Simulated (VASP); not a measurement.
## Rh: single point with PBE

The system is Rh.

```
Rh
1.0
     0.00000    1.91497    1.91497
     1.91497    0.00000    1.91497
     1.91497    1.91497    0.00000
Rh
1
Direct
  0.00000 0.00000 0.00000
```

| Property | Result |
| --- | --- |
| Program | VASP 6.6.1 |
| Task | single point |
| Functional | PBE |
| Potentials or basis | VASP PAW PBE potentials, release 64 (Rh_pv) |
| Cutoff | 520 eV |
| k mesh | 18 × 18 × 18 |
| Occupations | gaussian, width 0.1 eV |
| Spin | no spin polarisation |
| Dipole correction | no |
| Further INCAR settings | ALGO = Normal; EDIFF = 1e-07; NBANDS = 14 |

```yaml
Pressure: 0.0 GPa
Band_gap_on_the_k_mesh: zero (an odd number of electrons rules out a gap without spin polarisation)
```

Levels at points of the mesh, in eV from the Fermi level:
| k point | band 5 | band 6 | band 7 | band 8 | band 9 | band 10 |
| --- | --- | --- | --- | --- | --- | --- |
| (0.00, 0.00, 0.00) | -2.98 | -2.98 | -2.98 | -0.97 | -0.97 | 16.01 |
| (0.50, 0.00, 0.00) | -3.06 | -3.06 | 0.54 | 0.54 | 0.76 | 8.42 |
| (0.50, 0.50, 0.00) | -5.76 | 0.51 | 0.94 | 0.94 | 3.24 | 12.00 |

It took 45 s on 1 thread of Intel(R) Xeon(R) Platinum 8375C CPU @ 2.90GHz (Ice Lake) (shared host), peak memory 0.15 GiB.
